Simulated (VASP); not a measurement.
Set up this calculation in VASP 6.6.1, as the native input.

| Property | Result |
| --- | --- |
| Task | relaxation of cell and atoms |
| Functional | PBE |
| Potentials or basis | VASP PAW PBE potentials, release 64 (W_sv, C) |
| Cutoff | 600 eV |
| k mesh | 5 × 5 × 5 |
| Occupations | gaussian, width 0.2 eV |
| Spin | no spin polarisation |
| Dipole correction | no |
| Further INCAR settings | ALGO = Normal; EDIFF = 1e-07; IBRION = 2; EDIFFG = -0.08; NSW = 36; ISIF = 3 |

The structure of W5C lies in POSCAR:

```
W5C
1.0
   -3.3400000000      3.3400000000      2.1100000000
    3.3400000000     -3.3400000000      2.1100000000
    3.3400000000      3.3400000000     -2.1100000000
W C
5 1
Direct
    0.0000000000      0.0000000000      0.0000000000
    0.2000000000      0.6000000000      0.8000000000
    0.4000000000      0.2000000000      0.6000000000
    0.8000000000      0.4000000000      0.2000000000
    0.6000000000      0.8000000000      0.4000000000
    0.5000000000      0.5000000000      0.0000000000
```

One way to write it, as run:

INCAR

```
ALGO = Normal ; EDIFF = 1E-7
EDIFFG = -0.08 ; ENCUT = 600
GGA = PE ; IBRION = 2
ISIF = 3 ; ISMEAR = 0
LASPH = T ; LCHARG = F
LREAL = F ; LWAVE = F
NELM = 100 ; NSW = 36
PREC = Accurate ; SIGMA = 0.2
```

KPOINTS

```
k-points
0
Gamma
  5 5 5
```

Potentials or basis: VASP PAW PBE potentials, release 64 (W_sv, C).

Launch:

```sh
$ cat potpaw_PBE.64/W_sv/POTCAR potpaw_PBE.64/C/POTCAR > POTCAR
$ mpirun -np 1 vasp_std > vasp.out
```

Results of the run:

| Item | Value |
| --- | --- |
| Relaxed volume | 14.55 Å³/atom |
| Relaxed cell | a = 5.006 Å, b = 5.006 Å, c = 5.006 Å, α = 100.38°, β = 100.38°, γ = 129.78° |
| Space group after relaxing (to 0.05 Å) | I4/m (No. 87) |
| Energy gained by relaxing | 104.0 meV/atom |
| Ionic steps | 11 |
| Pressure after relaxing | 0.1 GPa |
| Largest force after relaxing | 0.035 eV/Å |
| Band gap on the k mesh | zero (band 37 reaches 11.43 eV, above the bottom of band 38 at 10.41 eV) |

Caveat: spin-orbit coupling is left out, which moves the levels of the heavy elements; the relaxation stopped at a loose force limit of 0.08 eV/Å, so its end isn't a converged minimum.

It took 12 min on 1 thread of Intel(R) Xeon(R) 6975P-C (Granite Rapids) (shared host), peak memory 0.31 GiB.
